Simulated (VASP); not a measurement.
Here is a VASP 6.6.1 calculation.

File INCAR:

```
  PREC = Accurate
  ENCUT = 500
  EDIFF = 1E-6
  ISMEAR = 0
  SIGMA = 0.1
  LREAL = F
  LASPH = T
  NELM = 120
  ALGO = Normal
  ISIF = 2
  LWAVE = F
  LCHARG = F
  GGA = PE
  NBANDS = 22
  GGA_COMPAT = F
```

KPOINTS

```
Automatic mesh
0
Gamma
  4 4 2
```

Contents of POSCAR:

```
Sr
1.0
    3.7437411953     -2.1636345507      0.0000000000
    3.7437411953      2.1636345507      0.0000000000
   -2.5249313947      0.0000000000     10.5801523658
Sr
3
Direct
    0.0000000000      0.0000000000      0.5000000000
    0.2223443500      0.2223443500      0.1666707800
    0.7776556500      0.7776556500      0.8333292200
```

Potentials or basis: VASP PAW PBE potentials, release 64 (Sr_sv).

The run is started by

```sh
$ cat potpaw_PBE.64/Sr_sv/POTCAR > POTCAR
$ mpirun -np 1 vasp_std > vasp.out
```

What does it give for the largest force?

0.018 eV/Å.

Predict the band gap on the k mesh.

zero (bands 15 and 16 overlap by 0.12 eV).

Forces in eV/Å, atoms in the order of the input:
```
Sr   0.000  0.000  0.000
Sr   0.003  0.000  0.018
Sr  -0.003  0.000 -0.018
```

Caveat: the k points lie up to 0.42 Å⁻¹ apart.
